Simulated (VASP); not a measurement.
# SrMg (Pm-3m) in VASP: a series of runs

SrMg is run at these levels: LDA; tasks: single point.

Everything below comes from runs of VASP 6.6.1. Logs are shortened: lines on timing, memory, paths and dates and some standing lists are left out, and cuts for length are marked.

## Step 1: The cell of the first run

Symmetry: Pm-3m, No. 221, cubic system. The conventional cell has a = 3.900 Å, b = 3.900 Å, c = 3.900 Å, α = 90.00°, β = 90.00°, γ = 90.00°. Sr (site symmetry m-3m) has 8 Mg at 3.38 Å and 6 Sr at 3.90 Å within 4.4 Å. Mg (site symmetry m-3m) has 8 Sr at 3.38 Å and 6 Mg at 3.90 Å within 4.4 Å.

## Step 2: Single point, LDA

INCAR

```
SYSTEM = SrMg
ALGO = Normal
EDIFF = 1E-6
ENCUT = 520
ISIF = 2
ISMEAR = 0
LASPH = .TRUE.
LCHARG = .FALSE.
LREAL = .FALSE.
LWAVE = .FALSE.
NBANDS = 13
NELM = 80
PREC = Accurate
SIGMA = 0.15
```

KPOINTS

```
k-points
0
G
  12 12 12
  0 0 0
```

POSCAR

```
SrMg
1.0
    3.9000000000      0.0000000000      0.0000000000
    0.0000000000      3.9000000000      0.0000000000
    0.0000000000      0.0000000000      3.9000000000
Sr Mg
1 1
Direct
    0.5000000000      0.5000000000      0.5000000000
    0.0000000000      0.0000000000      0.0000000000
```

Potentials or basis: VASP PAW LDA potentials, release 64 (Sr_sv, Mg).

Started as:

```bash
cat potpaw_LDA.64/Sr_sv/POTCAR potpaw_LDA.64/Mg/POTCAR > POTCAR
mpirun -np 1 vasp_std > vasp.out
```

OUTCAR:

```text
SYSTEM = SrMg
   EDIFF = 1E-6
   ENCUT = 520
   ISIF = 2
   ISMEAR = 0
   LASPH = .TRUE.
   LREAL = .FALSE.
   NELM = 80
   PREC = Accurate

 ion  position               nearest neighbor table
   1  0.500  0.500  0.500-   2 3.38   2 3.38   2 3.38   2 3.38   2 3.38   2 3.38   2 3.38   2 3.38

   2  0.000  0.000  0.000-   1 3.38   1 3.38   1 3.38   1 3.38   1 3.38   1 3.38   1 3.38   1 3.38

  LATTYP: Found a simple cubic cell.
 ALAT       =     3.9000000000

  Lattice vectors:

 A1 = (   3.9000000000,   0.0000000000,   0.0000000000)
 A2 = (   0.0000000000,   3.9000000000,   0.0000000000)
 A3 = (   0.0000000000,   0.0000000000,   3.9000000000)

Analysis of symmetry for initial positions (statically):
=====================================================================
 Subroutine PRICEL returns:
 Original cell was already a primitive cell.

 Routine SETGRP: Setting up the symmetry group for a
 simple cubic supercell.

 Subroutine GETGRP returns: Found 48 space group operations
 (whereof 48 operations were pure point group operations)
 out of a pool of 48 trial point group operations.

The static configuration has the point symmetry O_h .

Analysis of symmetry for dynamics (positions and initial velocities):
=====================================================================
 Subroutine PRICEL returns:
 Original cell was already a primitive cell.

 Routine SETGRP: Setting up the symmetry group for a
 simple cubic supercell.

 Subroutine GETGRP returns: Found 48 space group operations
 (whereof 48 operations were pure point group operations)
 out of a pool of 48 trial point group operations.

The dynamic configuration has the point symmetry O_h .

 Subroutine INISYM returns: Found 48 space group operations
 (whereof 48 operations are pure point group operations),
 and found     1 'primitive' translations

----------------------------------------------------------------------------------------

                                     Primitive cell

  volume of cell :      59.3190

  direct lattice vectors                    reciprocal lattice vectors
     3.900000000  0.000000000  0.000000000     0.256410256  0.000000000  0.000000000
     0.000000000  3.900000000  0.000000000     0.000000000  0.256410256  0.000000000
     0.000000000  0.000000000  3.900000000     0.000000000  0.000000000  0.256410256

  length of vectors
     3.900000000  3.900000000  3.900000000     0.256410256  0.256410256  0.256410256

  position of ions in fractional coordinates (direct lattice)
     0.500000000  0.500000000  0.500000000
     0.000000000  0.000000000  0.000000000

  ion indices of the primitive-cell ions
   primitive index   ion index
                 1           1
                 2           2

----------------------------------------------------------------------------------------

 KPOINTS: k-points

Automatic generation of k-mesh.
 Grid dimensions read from file:
 generate k-points for:   12   12   12

 Generating k-lattice:

  Cartesian coordinates                     Fractional coordinates (reciprocal lattice)
     0.021367521  0.000000000  0.000000000     0.083333333  0.000000000  0.000000000
     0.000000000  0.021367521  0.000000000     0.000000000  0.083333333  0.000000000
     0.000000000  0.000000000  0.021367521     0.000000000  0.000000000  0.083333333

  Length of vectors
     0.021367521  0.021367521  0.021367521

  Shift w.r.t. Gamma in fractional coordinates (k-lattice)
     0.000000000  0.000000000  0.000000000

 Subroutine IBZKPT returns following result:
 ===========================================

 Found     84 irreducible k-points:

 Following reciprocal coordinates:
            Coordinates               Weight
  0.000000  0.000000  0.000000      1.000000
  0.083333  0.000000  0.000000      6.000000
  0.166667  0.000000  0.000000      6.000000
  0.250000  0.000000  0.000000      6.000000
  0.333333  0.000000  0.000000      6.000000
  0.416667  0.000000  0.000000      6.000000
[... 16 lines left out ...]
  0.333333  0.333333  0.000000     12.000000
  0.416667  0.333333  0.000000     24.000000
 [... further k-points ...]
   k-points           NKPTS =     84   k-points in BZ     NKDIM =     84   number of bands    NBANDS=     13
   number of dos      NEDOS =    301   number of ions     NIONS =      2
   total plane-waves  NPLWV =  27000
   dimension x,y,z NGX =    30 NGY =   30 NGZ =   30
   dimension x,y,z NGXF=    60 NGYF=   60 NGZF=   60
   ions per type =               1   1
   NGX,Y,Z   is equivalent  to a cutoff of  12.79, 12.79, 12.79 a.u.
   NGXF,Y,Z  is equivalent  to a cutoff of  25.58, 25.58, 25.58 a.u.
 SYSTEM =  SrMg
   PREC   = accura    normal or accurate (medium, high low for compatibility)
   ISTART =      0    job   : 0-new  1-cont  2-samecut
   ICHARG =      2    charge: 1-file 2-atom 10-const
   ISPIN  =      1    spin polarized calculation?
   LNONCOLLINEAR =      F non collinear calculations
   LSORBIT =      F    spin-orbit coupling
   LASPH  =      T    aspherical Exc in radial PAW
   ENCUT  =  520.0 eV  38.22 Ry    6.18 a.u.   7.25  7.25  7.25*2*pi/ulx,y,z
   NELM   =     80;   NELMIN=  2; NELMDL= -5     # of ELM steps
   EDIFF  = 0.1E-05   stopping-criterion for ELM
   LREAL  =      F    real-space projection
   EDIFFG = 0.1E-04   stopping-criterion for IOM
   NSW    =      0    number of steps for IOM
   IBRION =     -1    ionic relax: 0-MD 1-quasi-New 2-CG
   NFREE  =      0    steps in history (QN), initial steepest desc. (CG)
   ISIF   =      2    stress and relaxation
   ISYM   =      2    0-nonsym 1-usesym 2-fastsym
   POTIM  = 0.5000    time-step for ionic-motion
   TEBEG  =    0.0;   TEEND  =   0.0 temperature during run
   PSTRESS=    0.0 pullay stress
   NELECT =      12.0000    total number of electrons
   NUPDOWN=      -1.0000    fix difference up-down
   EMIN   =  10.00;   EMAX   =-10.00  energy-range for DOS
   EFERMI =   0.00;   METHOD = LEGACY
   ISMEAR =     0;   SIGMA  =   0.15  broadening in eV -4-tet -1-fermi 0-gaus
   EFERMI_NEDOS =   21; number of points for ismear=-14 and -15
   IALGO  =     38    algorithm
   IMIX   =      4    mixing-type and parameters
     AMIX     =   0.40;   BMIX     =  1.00
     AMIX_MAG =   1.60;   BMIX_MAG =  1.00
  volume/ion in A,a.u.               =      29.66       200.15
  Fermi-wavevector in a.u.,A,eV,Ry     =   0.961031  1.816085 12.566071  0.923580
  Thomas-Fermi vector in A             =   2.090367
   LORBIT       =      0    0 simple, 1 ext, 2 COOP (PROOUT), +10 PAW based schemes
   GGA     = CA    functional components
   LHFCALC =     F    Hartree Fock is set to
   AEXX    =    0.0000 exact exchange contribution
   IVDW    =     0    specifies the selected vdW correction
   LEPSILON=     F    determine dielectric tensor
   LRPA    =     F    only Hartree local field effects (RPA)
 non-spin polarized calculation
 Gauss-broadening in eV      SIGMA  =   0.15
  energy-cutoff  :      520.00
  volume of cell :       59.32
 maximum number of plane-waves:      1628
 NGX is ok and might be reduce to    30
   NGX = 15   NGY = 15   NGZ = 15

 number of electron      12.0000000 magnetization

 Free energy of the ion-electron system (eV)
  ---------------------------------------------------
  ext. energy  EPLUGINS =         0.00000000
  ---------------------------------------------------
  free energy    TOTEN  =        -3.84779409 eV

  energy without entropy =       -3.83114667  energy(sigma->0) =       -3.83947038

 E-fermi :   2.6032     XC(G=0):  -8.8558

 val. band max:        2.5950399031   @ k =   0.3333   0.3333   0.2500
 cond. band min:       2.6051485046   @ k =   0.5000   0.4167   0.1667
 fundamental gap:      0.0101086015
 Fermi energy:         2.6031502248

 k-point     1 :       0.0000    0.0000    0.0000
  band No.  band energies     occupation
      1     -32.7854      2.00000
      2     -14.8358      2.00000
      3     -14.8358      2.00000
      4     -14.8358      2.00000
      5      -2.6469      2.00000
      6       3.2185      0.00000
      7       3.2185      0.00000
      8       7.0650      0.00000
      9       7.0650      0.00000
     10       7.0650      0.00000
     11       7.6790      0.00000
     12       7.6790      0.00000
     13       7.6790      0.00000

 k-point     2 :       0.0833    0.0000    0.0000
  band No.  band energies     occupation
      1     -32.7842      2.00000
      2     -14.8573      2.00000
      3     -14.8339      2.00000
      4     -14.8339      2.00000
      5      -2.5583      2.00000
      6       3.1699      0.00000
      7       3.2675      0.00000
      8       6.6677      0.00000
      9       6.6677      0.00000
     10       6.8973      0.00000
     11       7.7047      0.00000
     12       8.0903      0.00000
     13       8.0903      0.00000

 k-point     3 :       0.1667    0.0000    0.0000
  band No.  band energies     occupation
      1     -32.7809      2.00000
      2     -14.9151      2.00000
      3     -14.8288      2.00000
      4     -14.8288      2.00000
      5      -2.2988      2.00000
      6       2.9418      0.00141
      7       3.4101      0.00000
      8       6.1175      0.00000
      9       6.1175      0.00000
     10       6.7153      0.00000
     11       7.7770      0.00000
     12       8.6924      0.00000
     13       8.6924      0.00000

 k-point     4 :       0.2500    0.0000    0.0000
  band No.  band energies     occupation
      1     -32.7764      2.00000
      2     -14.9927      2.00000
      3     -14.8217      2.00000
      4     -14.8217      2.00000
      5      -1.8850      2.00000
      6       2.4263      1.90463
      7       3.6305      0.00000
      8       5.6351      0.00000
      9       5.6351      0.00000
     10       6.9249      0.00000
     11       7.8810      0.00000
     12       9.2894      0.00000
     13       9.2894      0.00000

 k-point     5 :       0.3333    0.0000    0.0000
  band No.  band energies     occupation
      1     -32.7719      2.00000
      2     -15.0686      2.00000
      3     -14.8147      2.00000
      4     -14.8147      2.00000
      5      -1.3384      2.00000
      6       1.6913      2.00000
      7       3.8930      0.00000
      8       5.2665      0.00000
      9       5.2665      0.00000
     10       7.5707      0.00000
     11       7.9920      0.00000
     12       8.7845      0.00000
     13       9.8558      0.00000
[... 257 lines left out ...]
 k-point    22 :       0.5000    0.2500    0.0000
  band No.  band energies     occupation
      1     -32.7588      2.00000
      2     -15.1180      2.00000
      3     -14.9529      2.00000
      4     -14.7940      2.00000
      5       0.0878      2.00000
      6       0.9826      2.00000
      7       3.6111      0.00000
      8       4.3560      0.00000
      9       5.3281      0.00000
     10       6.6430      0.00000
     11       8.6696      0.00000
     12       9.3449      0.00000
     13      10.0012      0.00000

 k-point    23 :       0.3333    0.3333    0.0000
  band No.  band energies     occupation
      1     -32.7589      2.00000
      2     -15.0398      2.00000
      3     -15.0300      2.00000
      4     -14.7941      2.00000
      5      -0.3883      2.00000
      6       2.0184      2.00000
      7       2.9233      0.00254
      8       4.5883      0.00000
      9       5.6630      0.00000
     10       6.2170      0.00000
     11       8.2484      0.00000
     12       8.4473      0.00000
     13      10.6275      0.00000

 k-point    24 :       0.4167    0.3333    0.0000
  band No.  band energies     occupation
      1     -32.7557      2.00000
      2     -15.0868      2.00000
      3     -15.0264      2.00000
      4     -14.7890      2.00000
      5      -0.0354      2.00000
      6       1.7314      2.00000
      7       3.0500      0.00003
      8       4.2881      0.00000
      9       5.6131      0.00000
     10       6.1803      0.00000
     11       8.5629      0.00000
     12       8.8709      0.00000
     13      10.2022      0.00000

 [... further k-points ...]
[... 5 lines left out ...]
  --------------------------------------------------------------------------------------
  -------------------------------------------------------------------------------------
  Total        1.2174318      1.2174318      1.2174318     -0.0000000      0.0000000      0.0000000
  in kB       32.8822413     32.8822413     32.8822413     -0.0000000      0.0000000      0.0000000
  external PRESSURE =      32.8822413 kB  Pullay stress =       0.0000000 kB

 VOLUME and BASIS-vectors are now :
 -----------------------------------------------------------------------------
  energy-cutoff  :      520.00
  volume of cell :       59.32
      direct lattice vectors                 reciprocal lattice vectors
     3.900000000  0.000000000  0.000000000     0.256410256  0.000000000  0.000000000
     0.000000000  3.900000000  0.000000000     0.000000000  0.256410256  0.000000000
     0.000000000  0.000000000  3.900000000     0.000000000  0.000000000  0.256410256

 POSITION                                       TOTAL-FORCE (eV/Angst)
 -----------------------------------------------------------------------------------
      1.95000      1.95000      1.95000         0.000000      0.000000      0.000000
      0.00000      0.00000      0.00000         0.000000      0.000000      0.000000
 -----------------------------------------------------------------------------------
    total drift:                                0.000000      0.000000      0.000000

  FREE ENERGIE OF THE ION-ELECTRON SYSTEM (eV)
  ---------------------------------------------------
  free  energy   TOTEN  =        -3.8477940925 eV

  energy  without entropy=       -3.8311466661  energy(sigma->0) =       -3.83947038
```

Wall time 78 s (1 thread of Intel Xeon 8259CL, shared host); peak memory 0.2 GiB.

Results:

```
Free energy            : -3.8478 eV
Pressure               : 3.3 GPa
Band gap on the k mesh : zero (bands 6 and 7 overlap by 1.45 eV)
```

Caveat: the cell stands under pressure.

## Step 3: Single point, LDA

INCAR

```
ALGO = Fast
EDIFF = 1E-6
ENCUT = 520
ISIF = 2
ISMEAR = 0
LASPH = T
LCHARG = T
LELF = T
LREAL = F
LVHAR = T
LWAVE = F
NBANDS = 13
NELM = 60
PREC = Accurate
SIGMA = 0.15
```

KPOINTS

```
k-points
0
Gamma
  14 14 14
```

POSCAR is that of step 2.

Potentials or basis: VASP PAW LDA potentials, release 64 (Sr_sv, Mg).

Started as:

```bash
cat potpaw_LDA.64/Sr_sv/POTCAR potpaw_LDA.64/Mg/POTCAR > POTCAR
mpirun -np 1 vasp_std > vasp.out
```

OUTCAR:

```text
EDIFF = 1E-6
   ENCUT = 520
   ISIF = 2
   ISMEAR = 0
   LASPH = T
   LREAL = F
   NELM = 60
   PREC = Accurate

 ion  position               nearest neighbor table
   1  0.500  0.500  0.500-   2 3.38   2 3.38   2 3.38   2 3.38   2 3.38   2 3.38   2 3.38   2 3.38

   2  0.000  0.000  0.000-   1 3.38   1 3.38   1 3.38   1 3.38   1 3.38   1 3.38   1 3.38   1 3.38

  LATTYP: Found a simple cubic cell.
 ALAT       =     3.9000000000

  Lattice vectors:

 A1 = (   3.9000000000,   0.0000000000,   0.0000000000)
 A2 = (   0.0000000000,   3.9000000000,   0.0000000000)
 A3 = (   0.0000000000,   0.0000000000,   3.9000000000)

Analysis of symmetry for initial positions (statically):
=====================================================================
 Subroutine PRICEL returns:
 Original cell was already a primitive cell.

 Routine SETGRP: Setting up the symmetry group for a
 simple cubic supercell.

 Subroutine GETGRP returns: Found 48 space group operations
 (whereof 48 operations were pure point group operations)
 out of a pool of 48 trial point group operations.

The static configuration has the point symmetry O_h .
[... 167 lines left out ...]
 fundamental gap:      0.0052791498
 Fermi energy:         2.5974092830

 k-point     1 :       0.0000    0.0000    0.0000
  band No.  band energies     occupation
      1     -32.7863      2.00000
      2     -14.8368      2.00000
      3     -14.8368      2.00000
      4     -14.8368      2.00000
      5      -2.6468      2.00000
      6       3.2179      0.00000
      7       3.2179      0.00000
      8       7.0650      0.00000
      9       7.0650      0.00000
     10       7.0650      0.00000
     11       7.6782      0.00000
     12       7.6782      0.00000
     13       7.6782      0.00000
[... 354 lines left out ...]
  band No.  band energies     occupation
      1     -32.7650      2.00000
      2     -15.0703      2.00000
      3     -14.9289      2.00000
      4     -14.8033      2.00000
      5      -0.7429      2.00000
      6       1.7493      2.00000
      7       3.4606      0.00000
      8       4.7157      0.00000
      9       5.4300      0.00000
     10       6.7681      0.00000
     11       8.1682      0.00000
     12       8.5099      0.00000
     13      10.2378      0.00000

 [... further k-points ...]
[... 5 lines left out ...]
  --------------------------------------------------------------------------------------
  -------------------------------------------------------------------------------------
  Total        1.2267856      1.2267856      1.2267856      0.0000000      0.0000000      0.0000000
  in kB       33.1348830     33.1348830     33.1348830      0.0000000      0.0000000      0.0000000
  external PRESSURE =      33.1348830 kB  Pullay stress =       0.0000000 kB

 VOLUME and BASIS-vectors are now :
 -----------------------------------------------------------------------------
  energy-cutoff  :      520.00
  volume of cell :       59.32
      direct lattice vectors                 reciprocal lattice vectors
     3.900000000  0.000000000  0.000000000     0.256410256  0.000000000  0.000000000
     0.000000000  3.900000000  0.000000000     0.000000000  0.256410256  0.000000000
     0.000000000  0.000000000  3.900000000     0.000000000  0.000000000  0.256410256

 POSITION                                       TOTAL-FORCE (eV/Angst)
 -----------------------------------------------------------------------------------
      1.95000      1.95000      1.95000         0.000000      0.000000      0.000000
      0.00000      0.00000      0.00000         0.000000      0.000000      0.000000
 -----------------------------------------------------------------------------------
    total drift:                                0.000000      0.000000      0.000000

  FREE ENERGIE OF THE ION-ELECTRON SYSTEM (eV)
  ---------------------------------------------------
  free  energy   TOTEN  =        -3.8496962186 eV

  energy  without entropy=       -3.8363160934  energy(sigma->0) =       -3.84300616
```

OSZICAR:

```text
N       E                     dE             d eps       ncg     rms          rms(c)
DAV:   1     0.460496641569E+02    0.46050E+02   -0.56674E+03  3176   0.776E+02
DAV:   2    -0.108217704117E+01   -0.47132E+02   -0.45675E+02  4014   0.167E+02
DAV:   3    -0.379305115708E+01   -0.27109E+01   -0.26914E+01  5178   0.307E+01
DAV:   4    -0.388258515654E+01   -0.89534E-01   -0.89507E-01  3902   0.425E+00
DAV:   5    -0.388516741593E+01   -0.25823E-02   -0.25822E-02  4564   0.543E-01    0.181E+01
RMM:   6    -0.386157520327E+01    0.23592E-01   -0.14079E-02  3175   0.104E+00    0.103E+01
RMM:   7    -0.384963704557E+01    0.11938E-01   -0.28318E-02  3738   0.146E+00    0.350E-01
RMM:   8    -0.384955958377E+01    0.77462E-04   -0.50666E-03  4287   0.396E-01    0.714E-02
RMM:   9    -0.384966813897E+01   -0.10856E-03   -0.85303E-04  4667   0.133E-01    0.648E-02
RMM:  10    -0.384968768239E+01   -0.19543E-04   -0.17541E-04  4628   0.624E-02    0.513E-02
RMM:  11    -0.384969527512E+01   -0.75927E-05   -0.64412E-05  4734   0.328E-02    0.926E-03
RMM:  12    -0.384969692680E+01   -0.16517E-05   -0.14585E-05  4043   0.131E-02    0.117E-02
RMM:  13    -0.384970092284E+01   -0.39960E-05   -0.98788E-06  3896   0.146E-02    0.236E-02
RMM:  14    -0.384969613158E+01    0.47913E-05   -0.56756E-06  4069   0.195E-02    0.262E-03
RMM:  15    -0.384969621863E+01   -0.87054E-07   -0.11561E-06  2833   0.737E-03
   1 F= -.38496962E+01 E0= -.38430062E+01  d E =-.133801E-01
```

It took 2.7 min on 1 thread of Intel Xeon 8259CL, shared host; peak memory 0.23 GiB.

Results:

* Free energy: -3.8497 eV
* Pressure: 3.3 GPa
* Band gap on the k mesh: zero (bands 6 and 7 overlap by 1.45 eV)

Caveat: the cell stands under pressure.
